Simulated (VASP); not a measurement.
The system is Nb.

```xyz
1
Lattice="-1.6640 1.6640 1.6640 1.6640 -1.6640 1.6640 1.6640 1.6640 -1.6640" Properties=species:S:1:pos:R:3 pbc="T T T"
Nb    0.0000    0.0000    0.0000
```

- Program: VASP 6.6.1
- Task: relaxation of cell and atoms
- Functional: LDA
- Potentials or basis: VASP PAW LDA potentials, release 64 (Nb_sv)
- Cutoff: 600 eV
- k mesh: 9 × 9 × 9
- Occupations: fermi-dirac, width 0.05 eV
- Spin: no spin polarisation

At the start: pressure -12.6 GPa; volume 18.43 Å³/atom.

Task: Where does the relaxation end?

Result: Over 7 steps the energy falls by 55.8 meV/atom and the volume is 17.09 Å³/atom (-7.2 %); space group Im-3m (No. 229, to 0.05 Å).

The path:
```tsv
step	energy change (eV)	largest force (eV/Å)	pressure (GPa)	volume (Å³)
1	0.0000	0.0000	-12.60	18.43
2	0.1753	0.0000	36.55	14.83
3	-0.0556	0.0000	-0.78	17.16
4	-0.0558	0.0000	-0.10	17.10
5	-0.0557	0.0000	0.20	17.07
6	-0.0557	0.0000	-0.31	17.12
7	-0.0558	0.0000	0.00	17.09
```

Final structure:
```cif
data_structure
_symmetry_space_group_name_H-M 'P 1'
_symmetry_Int_Tables_number 1
_cell_length_a 2.8107
_cell_length_b 2.8107
_cell_length_c 2.8107
_cell_angle_alpha 109.471
_cell_angle_beta 109.471
_cell_angle_gamma 109.471
_cell_volume 17.09
loop_
_atom_site_label
_atom_site_type_symbol
_atom_site_fract_x
_atom_site_fract_y
_atom_site_fract_z
_atom_site_occupancy
Nb1 Nb 0.00000 0.00000 0.00000 1
```
